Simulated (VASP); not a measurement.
# SiC (P6_3mc) in VASP: notebook, part 2 of 2

VASP 6.6.1. The steps go on from the part before.

## (4) Single point, PBE-based screened hybrid with 25 % exact exchange

POSCAR

```
SiC
1.0
    3.0760000000      0.0000000000      0.0000000000
   -1.5380000000      2.6638941420      0.0000000000
    0.0000000000      0.0000000000      5.0480000000
Si C
2 2
Direct
    0.6666666667      0.3333333333      0.5000000000
    0.3333333333      0.6666666667      0.0000000000
    0.6666666667      0.3333333333      0.8850000000
    0.3333333333      0.6666666667      0.3850000000
```

INCAR.step1

```
PREC = Accurate
ENCUT = 520
EDIFF = 1E-5
ISMEAR = -1
SIGMA = 0.05
LREAL = F
LASPH = T
NELM = 60
ALGO = Normal
ISIF = 2
LWAVE = T
LCHARG = F
NBANDS = 16
GGA = PE
```

INCAR.step2

```
PREC = Accurate
ENCUT = 520
EDIFF = 1E-6
ISMEAR = -1
SIGMA = 0.05
LREAL = F
LASPH = T
NELM = 60
ALGO = Normal
ISIF = 2
LWAVE = F
LCHARG = F
GGA = PE
LHFCALC = T
AEXX = 0.25
HFSCREEN = 0.3
PRECFOCK = Normal
NBANDS = 16
ISTART = 1
```

KPOINTS

```
Automatic mesh
0
Gamma
  6 6 3
```

Potentials or basis: VASP PAW PBE potentials, release 64 (Si, C).

Started as:

```console
> cat potpaw_PBE.64/Si/POTCAR potpaw_PBE.64/C/POTCAR > POTCAR
> cp INCAR.step1 INCAR
> mpirun -np 1 vasp_std > vasp.out
> cp INCAR.step2 INCAR
> mpirun -np 1 vasp_std > vasp.out
```

OUTCAR:

```text
PREC = Accurate
   ENCUT = 520
   EDIFF = 1E-6
   ISMEAR = -1
   LREAL = F
   LASPH = T
   NELM = 60
   ISIF = 2
   GGA = PE
   LHFCALC = T
   AEXX = 0.25
   HFSCREEN = 0.3
   PRECFOCK = Normal
   ISTART = 1

 ion  position               nearest neighbor table
   1  0.667  0.333  0.500-   4 1.87   4 1.87   4 1.87   3 1.94   2 3.09   2 3.09   2 3.09   2 3.09
                             2 3.09   2 3.09
   2  0.333  0.667  0.000-   3 1.87   3 1.87   3 1.87   4 1.94   1 3.09   1 3.09   1 3.09   1 3.09
                             1 3.09   1 3.09
   3  0.667  0.333  0.885-   2 1.87   2 1.87   2 1.87   1 1.94
   4  0.333  0.667  0.385-   1 1.87   1 1.87   1 1.87   2 1.94

  LATTYP: Found a hexagonal cell.
 ALAT       =     3.0760000000
 C/A-ratio  =     1.6410923277

  Lattice vectors:

 A1 = (   3.0760000000,   0.0000000000,   0.0000000000)
 A2 = (  -1.5380000000,   2.6638941420,   0.0000000000)
 A3 = (   0.0000000000,   0.0000000000,   5.0480000000)

Analysis of symmetry for initial positions (statically):
=====================================================================
 Subroutine PRICEL returns:
 Original cell was already a primitive cell.

 Routine SETGRP: Setting up the symmetry group for a
 hexagonal supercell.

 Subroutine GETGRP returns: Found 12 space group operations
 (whereof  6 operations were pure point group operations)
 out of a pool of 24 trial point group operations.

The static configuration has the point symmetry C_3v.
 The point group associated with its full space group is C_6v.

Analysis of symmetry for dynamics (positions and initial velocities):
=====================================================================
 Subroutine PRICEL returns:
 Original cell was already a primitive cell.

 Routine SETGRP: Setting up the symmetry group for a
 hexagonal supercell.

[... 124 lines left out ...]
   LHFCALC =     T    Hartree Fock is set to
   PRECFOCK=normal    Normal, Fast or Accurate (Low or Medium for compatibility)
   ENCUT4O =  -1.0   cutoff for four orbital integrals eV
   NKREDX  =     1    reduce k-point grid by
   NKREDY  =     1    reduce k-point grid by
   NKREDZ  =     1    reduce k-point grid by
   AEXX    =    0.2500 exact exchange contribution
   HFSCREEN=    0.3000 screening length (either q_TF or 0.3 A-1)
   HFSCREENC=   0.3000 screening length for correlation (either q_TF or 0.3 A-1)
   ENCUTFOCK=  -1.0 apply spherical cutoff to Coloumb kernel
   IVDW    =     0    specifies the selected vdW correction
   LEPSILON=     F    determine dielectric tensor
   LRPA    =     F    only Hartree local field effects (RPA)
 non-spin polarized calculation
  energy-cutoff  :      520.00
  volume of cell :       41.36
 maximum number of plane-waves:      1132
 NGX is ok and might be reduce to    24
  NGX = 18; NGY = 18; NGZ = 30

 number of electron      16.0000000 magnetization

 Free energy of the ion-electron system (eV)
  ---------------------------------------------------
  ext. energy  EPLUGINS =         0.00000000
  ---------------------------------------------------
  free energy    TOTEN  =       -33.97466027 eV

  energy without entropy =      -33.97466027  energy(sigma->0) =      -33.97466027

 E-fermi :   8.9266     XC(G=0):  -9.4954

 val. band max:        7.9629253124   @ k =   0.0000   0.0000   0.0000
 cond. band min:      10.9571062648   @ k =   0.3333   0.3333   0.0000
 fundamental gap:      2.9941809523
 Fermi energy:         8.9266011952

 k-point     1 :       0.0000    0.0000    0.0000
  band No.  band energies     occupation
      1      -9.3025      2.00000
      2      -5.5350      2.00000
      3      -1.4935      2.00000
      4       6.2364      2.00000
      5       6.2364      2.00000
      6       7.6491      2.00000
[... 243 lines left out ...]
      3      -0.3629      2.00000
      4      -0.3629      2.00000
      5       0.9998      2.00000
      6       2.4152      2.00000
[... 8 lines left out ...]
     15      20.6268      0.00000
     16      21.1607      0.00000

------------------------ aborting loop because EDIFF is reached ----------------------------------------

  FORCE on cell =-STRESS in cart. coord.  units (eV):
  Direction    XX          YY          ZZ          XY          YZ          ZX
  --------------------------------------------------------------------------------------
  -------------------------------------------------------------------------------------
  Total        0.1418564      0.1418564     -1.0802432      0.0000000      0.0000000      0.0000000
  in kB        5.4946099      5.4946099    -41.8417166      0.0000000      0.0000000      0.0000000
  external PRESSURE =     -10.2841656 kB  Pullay stress =       0.0000000 kB

 VOLUME and BASIS-vectors are now :
 -----------------------------------------------------------------------------
  energy-cutoff  :      520.00
  volume of cell :       41.36
      direct lattice vectors                 reciprocal lattice vectors
     3.076000000  0.000000000  0.000000000     0.325097529  0.187695146  0.000000000
    -1.538000000  2.663894142  0.000000000     0.000000000  0.375390292  0.000000000
     0.000000000  0.000000000  5.048000000     0.000000000  0.000000000  0.198098257

 POSITION                                       TOTAL-FORCE (eV/Angst)
 -----------------------------------------------------------------------------------
      1.53800      0.88796      2.52400         0.000000      0.000000      0.768480
     -0.00000      1.77593      0.00000        -0.000000      0.000000      0.768480
      1.53800      0.88796      4.46748        -0.000000      0.000000     -0.768480
     -0.00000      1.77593      1.94348         0.000000     -0.000000     -0.768480
 -----------------------------------------------------------------------------------
    total drift:                                0.000000      0.000000     -0.000186

  FREE ENERGIE OF THE ION-ELECTRON SYSTEM (eV)
  ---------------------------------------------------
  free  energy   TOTEN  =       -33.9746602698 eV

  energy  without entropy=      -33.9746602697  energy(sigma->0) =      -33.97466027
```

OUTCAR.step1:

```text
PREC = Accurate
   ENCUT = 520
   EDIFF = 1E-5
   ISMEAR = -1
   LREAL = F
   LASPH = T
[... 485 lines left out ...]
      1.53800      0.88796      2.52400         0.000000      0.000000      0.749722
     -0.00000      1.77593      0.00000        -0.000000      0.000000      0.749722
      1.53800      0.88796      4.46748        -0.000000      0.000000     -0.749722
     -0.00000      1.77593      1.94348         0.000000      0.000000     -0.749722
 -----------------------------------------------------------------------------------
    total drift:                                0.000000      0.000000      0.000120

  FREE ENERGIE OF THE ION-ELECTRON SYSTEM (eV)
  ---------------------------------------------------
  free  energy   TOTEN  =       -30.0501527308 eV

  energy  without entropy=      -30.0501527308  energy(sigma->0) =      -30.05015273
```

OSZICAR.step1:

```text
N       E                     dE             d eps       ncg     rms          rms(c)
DAV:   1     0.214502409085E+02    0.21450E+02   -0.70940E+03   448   0.893E+02
DAV:   2    -0.315276550673E+02   -0.52978E+02   -0.47821E+02   640   0.151E+02
DAV:   3    -0.337898943656E+02   -0.22622E+01   -0.22534E+01   576   0.290E+01
DAV:   4    -0.338062945561E+02   -0.16400E-01   -0.16396E-01   568   0.304E+00
DAV:   5    -0.338064587881E+02   -0.16423E-03   -0.16423E-03   576   0.286E-01    0.125E+01
DAV:   6    -0.301422141935E+02    0.36642E+01   -0.65697E+00   560   0.157E+01    0.565E+00
DAV:   7    -0.300677381301E+02    0.74476E-01   -0.11088E+00   632   0.618E+00    0.249E+00
DAV:   8    -0.300512076620E+02    0.16530E-01   -0.46176E-02   504   0.138E+00    0.628E-01
DAV:   9    -0.300497992579E+02    0.14084E-02   -0.74057E-03   592   0.584E-01    0.123E-01
DAV:  10    -0.300501254137E+02   -0.32616E-03   -0.10128E-03   536   0.184E-01    0.574E-02
DAV:  11    -0.300501518704E+02   -0.26457E-04   -0.94246E-05   560   0.687E-02    0.132E-02
DAV:  12    -0.300501527308E+02   -0.86046E-06   -0.64125E-06   328   0.166E-02
   1 F= -.30050153E+02 E0= -.30050153E+02  d E =-.295954E-10
```

Run time: 5.7 min. Hardware: 1 thread of AMD EPYC 9R45 (Zen 5), shared host; peak memory 0.23 GiB.

Results:

```yaml
Free_energy: -33.9747 eV
Pressure: -1.0 GPa
Largest_force: 0.768 eV/Å
Band_gap_on_the_k_mesh: 2.99 eV (least direct gap 4.96 eV)
```

Forces on the atoms (eV/Å):
```
Si   0.000  0.000  0.768
Si   0.000  0.000  0.768
C    0.000  0.000 -0.768
C    0.000  0.000 -0.768
```

Levels at points of the mesh, in eV from the valence-band top:
```tsv
k point	band 5	band 6	band 7	band 8	band 9	band 10	band 11	band 12
(0.00, 0.00, 0.00)	-1.73	-0.31	-0.31	0.00	5.54	7.03	7.46	7.46
(0.50, 0.00, 0.00)	-5.89	-3.88	-3.47	-1.65	3.32	4.99	7.72	8.18
```

Caveat: the PAW data sets were made with another functional, which shifts forces and pressure a little.

## (5) Summary

```csv
task,level,cell,k mesh,cutoff (eV),grid for exact exchange (PRECFOCK),share of exact exchange,screening parameter,gap on the mesh (eV),pressure (GPa)
relaxation of cell and atoms,PBEsol,"relaxed to 30 GPa from a = 3.076, b = 3.076, c = 5.048 Å, angles 90.0, 90.0, 120.0°, 4 atoms, atomic positions A",10 × 10 × 5,600,-,-,-,2.09,30.0
single point,PBE-based screened hybrid with 25 % exact exchange,"a = 3.073, b = 3.073, c = 5.037 Å, angles 90.0, 90.0, 120.0°, 4 atoms, atomic positions B",5 × 5 × 3,520,Normal,0.25,0.3 1/Å,3.63,-0.4
single point,PBE-based screened hybrid with 25 % exact exchange,"a = 3.076, b = 3.076, c = 5.048 Å, angles 90.0, 90.0, 120.0°, 4 atoms, atomic positions A",6 × 6 × 3,520,Normal,0.25,0.3 1/Å,2.99,-1.0
```

Alike in all rows: potentials or basis VASP PAW PBE potentials, release 64 (Si, C); no spin polarisation; smearing fermi-dirac 0.05 eV.

Caveats: some runs use coarse meshes; the PAW data sets were made with another functional, which shifts forces and pressure a little; the cell is relaxed towards a set pressure, so the run minimises the enthalpy, not the energy (at least some runs).

Absolute energies hang on the potentials; compare differences alone.
